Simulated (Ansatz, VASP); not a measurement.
## MgB2 in VASP and in Ansatz

File INCAR:

```
PREC     = Accurate       # precision mode
ENCUT    = 520            # plane-wave cutoff, eV
EDIFF    = 1E-7           # SCF threshold, eV
ISMEAR   = -1             # smearing method
SIGMA    = 0.1            # smearing width, eV
LREAL    = False          # projectors in reciprocal space
LASPH    = True           # aspherical terms in the spheres
NELM     = 60             # most SCF steps
ALGO     = Normal         # electronic algorithm
ISIF     = 2              # what is computed and relaxed
LWAVE    = False          # write WAVECAR
LCHARG   = True           # write CHGCAR
LELF     = True           # ELF
LVHAR    = True         
NBANDS   = 11             # bands
```

KPOINTS

```
regular mesh
0
Gamma
  12 12 10
```

File POSCAR:

```
MgB2
1.0
    3.0371700842      0.0000000000      0.0000000000
   -1.5185850421      2.6302664485      0.0000000000
    0.0000000000      0.0000000000      3.4510642277
Mg B
1 2
Direct
    0.0000000000      0.0000000000      0.0000000000
    0.3333333333      0.6666666667      0.5000000000
    0.6666666667      0.3333333333      0.5000000000
```

Input for Ansatz:

```yaml
crystal:
  lattice:
    - [3.03717008415, 0.0, 0.0]
    - [-1.51858504208, 2.63026644848, 0.0]
    - [0.0, 0.0, 3.45106422767]
  atoms:
    - { symbol: Mg, position: [0.0, 0.0, 0.0] }
    - { symbol: B, position: [0.333333333333, 0.666666666667, 0.5] }
    - { symbol: B, position: [0.666666666667, 0.333333333333, 0.5] }
kpoints:
  mp_grid: { grid: [12, 12, 10] }
scf:
  occupations: { method: fermi_dirac, width: 0.1 }
hamiltonian:
  xc: lda
  pseudopotentials: { kind: all_electron, lapw: { basis_error: 0.001 } }
output:
  forces: true
  stress: true
  eigenvalues: true
  eigenstates:
    nscf_kmesh: { grid: [16, 16, 12] }
    de_dk: true
    e_range: [-14, 14]
  optics:
    e_range: [0, 30]
    de: 0.2
    sigma: 0.2
    bands: { spectra_wanted_up_to: 30 }
    nscf_kmesh: { grid: [16, 16, 12] }
    drude_damping: 0.03
checkpoint:
  write: ck
  write_wavefunctions: false
```

Alike in both runs: task single point; functional LDA; k mesh 12 × 12 × 10; occupations fermi-dirac, width 0.1 eV; no spin polarisation.

|  | VASP | Ansatz |
| --- | --- | --- |
| version | VASP 6.6.1 | Ansatz 0.2.0 |
| potentials or method | VASP PAW LDA potentials, release 64 (Mg, B), cutoff 520 eV | all-electron LAPW, scalar-relativistic |

|  | VASP | Ansatz | Ansatz less VASP |
| --- | --- | --- | --- |
| pressure (GPa) | -0.6 | 0.0 | +0.59 |
| traceless stress, the component that is largest in VASP (GPa) | -0.07 | 0.04 | +0.111 |

LDA's correlation is that of Perdew and Zunger in VASP and of Perdew and Wang (1992) in Ansatz. Ansatz ran all-electron here, and VASP with PAW potentials. Ansatz's warnings: optics on partly filled bands.
